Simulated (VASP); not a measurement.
Input of a VASP 6.6.1 run:

Contents of INCAR:

```
SYSTEM = Si
ALGO = Normal ; EDIFF = 1E-7
ENCUT = 520 ; ISIF = 2
ISMEAR = 0 ; LASPH = .TRUE.
LCHARG = .FALSE. ; LREAL = .FALSE.
LWAVE = .FALSE. ; NBANDS = 8
NELM = 100 ; PREC = Accurate
SIGMA = 0.15
```

KPOINTS

```
k-points
0
G
  21 21 20
  0 0 0
```

POSCAR

```
Si
1.0
    2.7515699556      0.0000000000      0.0000000000
   -1.3757849778      2.3829294819      0.0000000000
    0.0000000000      0.0000000000      2.4663543900
Si
1
Direct
    0.0000000000      0.0000000000      0.0000000000
```

Potentials or basis: VASP PAW LDA potentials, release 64 (Si).

Run with:

```console
$ cat potpaw_LDA.64/Si/POTCAR > POTCAR
$ mpirun -np 1 vasp_std > vasp.out
```

**Question.** What does it give for the pressure?

**Answer.** -9.0 GPa.

**Question.** Predict the band gap on the k mesh.

**Answer.** Zero (band 2 reaches 16.25 eV, above the bottom of band 3 at 4.24 eV).

Stress tensor (GPa, compression positive):
```
-11.22   0.00   0.00
  0.00 -11.22   0.00
  0.00   0.00  -4.62
```

Caveat: the cell differs from its parent crystal (strain +0.050 along x and y, +0.000 along z).
